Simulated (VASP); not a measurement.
# HfO2 in VASP: further runs, part 2 of 2

VASP 6.6.1. Earlier steps stand in the parts before.

**3. Single point, PBEsol**

This run uses another cell than the first one.

File INCAR:

```
PREC     = Accurate       # precision mode
ENCUT    = 520            # plane-wave cutoff, eV
EDIFF    = 1E-6           # SCF threshold, eV
ISMEAR   = 0              # smearing method
SIGMA    = 0.05           # smearing width, eV
LREAL    = False          # projectors in reciprocal space
LASPH    = True           # aspherical terms in the spheres
NELM     = 120            # most SCF steps
ALGO     = Normal         # electronic algorithm
ISIF     = 2              # what is computed and relaxed
LWAVE    = False          # write WAVECAR
LCHARG   = False          # write CHGCAR
LDIPOL   = True         
IDIPOL   = 3            
DIPOL    = 0.5 0.5 0.310
GGA      = PS             # functional
NBANDS   = 31             # bands
GGA_COMPAT= False        
NELMDL   = -8
```

File KPOINTS:

```
regular mesh
0
Gamma
  9 9 1
```

File POSCAR:

```
HfO2
1.0
    3.5670651986      0.0000000000      0.0000000000
   -1.7835325993      3.0891690789      0.0000000000
    0.0000000000      0.0000000000     19.8143927302
O Hf
4 2
Direct
    0.0000000000      0.0000000000      0.2018734591
    0.3333333333      0.6666666667      0.2753679279
    0.6666666667      0.3333333333      0.3435241996
    0.0000000000      0.0000000000      0.4196138051
    0.6666666667      0.3333333333      0.2386206935
    0.3333333333      0.6666666667      0.3804726551
```

Potentials or basis: VASP PAW PBE potentials, release 64 (O, Hf_pv).

On the command line:

```
> cat potpaw_PBE.64/O/POTCAR potpaw_PBE.64/Hf_pv/POTCAR > POTCAR
> mpirun -np 1 vasp_std > vasp.out
```

OUTCAR:

```text
PREC = Accurate
   ENCUT = 520
   EDIFF = 1E-6
   ISMEAR = 0
   LREAL = False
   LASPH = True
   NELM = 120
   ISIF = 2
   GGA = PS
   NELMDL = -8

 ion  position               nearest neighbor table
   1  0.000  0.000  0.202-   5 2.18   5 2.18   5 2.18
   2  0.333  0.667  0.275-   6 2.08   5 2.18   5 2.18   5 2.18
   3  0.667  0.333  0.344-   5 2.08   6 2.19   6 2.19   6 2.19
   4  0.000  0.000  0.420-   6 2.20   6 2.20   6 2.20
   5  0.667  0.333  0.239-   3 2.08   2 2.18   2 2.18   1 2.18   1 2.18   1 2.18   2 2.18   6 3.48
                             6 3.48   6 3.48
   6  0.333  0.667  0.380-   2 2.08   3 2.19   3 2.19   3 2.19   4 2.20   4 2.20   4 2.20   5 3.48
                             5 3.48   5 3.48

  LATTYP: Found a hexagonal cell.
[... 605 lines left out ...]
  in kB      -59.3799046    -59.3799046     -3.8845578      0.0000000     -0.0000000     -0.0000000
  external PRESSURE =     -40.8814556 kB  Pullay stress =       0.0000000 kB

 VOLUME and BASIS-vectors are now :
 -----------------------------------------------------------------------------
  energy-cutoff  :      520.00
  volume of cell :      218.34
      direct lattice vectors                 reciprocal lattice vectors
     3.567065199  0.000000000  0.000000000     0.280342507  0.161855822  0.000000000
    -1.783532599  3.089169079  0.000000000     0.000000000  0.323711644  0.000000000
     0.000000000  0.000000000 19.814392730     0.000000000  0.000000000  0.050468365

 POSITION                                       TOTAL-FORCE (eV/Angst)
 -----------------------------------------------------------------------------------
      0.00000      0.00000      4.00000         0.000000      0.000000     -0.401538
     -0.00000      2.05945      5.45625        -0.000000      0.000000      0.134226
      1.78353      1.02972      6.80672         0.000000     -0.000000     -0.004447
      0.00000      0.00000      8.31439        -0.000000     -0.000000     -0.097341
      1.78353      1.02972      4.72812        -0.000000      0.000000      0.533436
     -0.00000      2.05945      7.53883         0.000000      0.000000     -0.164336
 -----------------------------------------------------------------------------------
    total drift:                                0.000000      0.000000     -0.000413

  FREE ENERGIE OF THE ION-ELECTRON SYSTEM (eV)
  ---------------------------------------------------
  free  energy   TOTEN  =       -61.8100619198 eV

  energy  without entropy=      -61.8100619198  energy(sigma->0) =      -61.81006192

 vacuum level on the upper side and lower side of the slab         3.201         2.898
```

stdout:

```text
POSCAR found type information on POSCAR O Hf
 POSCAR found :  2 types and       6 ions
 scaLAPACK will be used
 -----------------------------------------------------------------------------
|                                                                             |
|                                                                             |
|     You enforced a specific xc type in the INCAR file but a different       |
|     I HOPE YOU KNOW WHAT YOU ARE DOING!                                     |
|                                                                             |
 -----------------------------------------------------------------------------

 LDA part: xc-table for (Slater+PW92), standard interpolation
 POSCAR, INCAR and KPOINTS ok, starting setup
 FFT: planning ... GRIDC
 FFT: planning ... GRID_SOFT
 FFT: planning ... GRID
 WAVECAR not read
 entering main loop
```

Wall time 6.2 min (1 thread of Intel Xeon 8259CL, shared host); peak memory 0.36 GiB.

Results:

```
Free energy            : -61.8101 eV
Largest force          : 0.533 eV/Å
Band gap on the k mesh : 4.45 eV (least direct gap 4.69 eV)
```

Forces in eV/Å, atoms in the order of the input:
```
O    0.000  0.000 -0.402
O    0.000  0.000  0.134
O    0.000  0.000 -0.004
O    0.000  0.000 -0.097
Hf   0.000  0.000  0.533
Hf   0.000  0.000 -0.164
```

Caveat: the PAW data sets were made with another functional, which shifts forces and pressure a little; spin-orbit coupling is left out, which moves the levels of the heavy elements.
